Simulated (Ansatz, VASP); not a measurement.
WSe2 in VASP and in Ansatz

```
W Se
1.0
     3.17215    0.00000    0.00000
    -1.58607    2.74716    0.00000
     0.00000    0.00000   16.16138
W Se
1 2
Direct
  0.00000 0.00000 0.00000
  0.33333 0.66667 0.10040
  0.33333 0.66667 0.89960
```

Change from the starting cell: strain -0.030 along x and y, -0.030 along z, atoms carried along.

Alike in both runs: task single point; functional PBEsol; k mesh 12 × 12 × 2; occupations gaussian, width 0.05 eV; no spin polarisation.

```csv
,VASP,Ansatz
version,VASP 6.6.1,Ansatz 0.2.0
potentials or method,"VASP PAW PBE potentials, release 64 (W_sv, Se), cutoff 520 eV","scalar-relativistic, plane waves, PAW"
valence electrons in the cell,26,46
```

Ansatz gave:

```
gap on the k mesh at the Fermi level (eV) : 1.85
least direct gap on the mesh (eV)         : 1.93
rms of the force components (eV/Å)        : 0.856
```

Problem. What did VASP give for the same quantities?

Solution. gap on the k mesh at the Fermi level (eV): 1.85; least direct gap on the mesh (eV): 1.92; rms of the force components (eV/Å): 0.898.

VASP's potentials were made for PBE, not for PBEsol. Atom by atom the forces differ by 0.042 eV/Å (rms over components). The functional is the same, so the differences come from potentials, cutoffs and numerics. VASP's potentials hold 26 valence electrons a cell and Ansatz's 46, so a difference there can come from the potentials and not from the codes.

Neither program's run includes spin-orbit coupling.
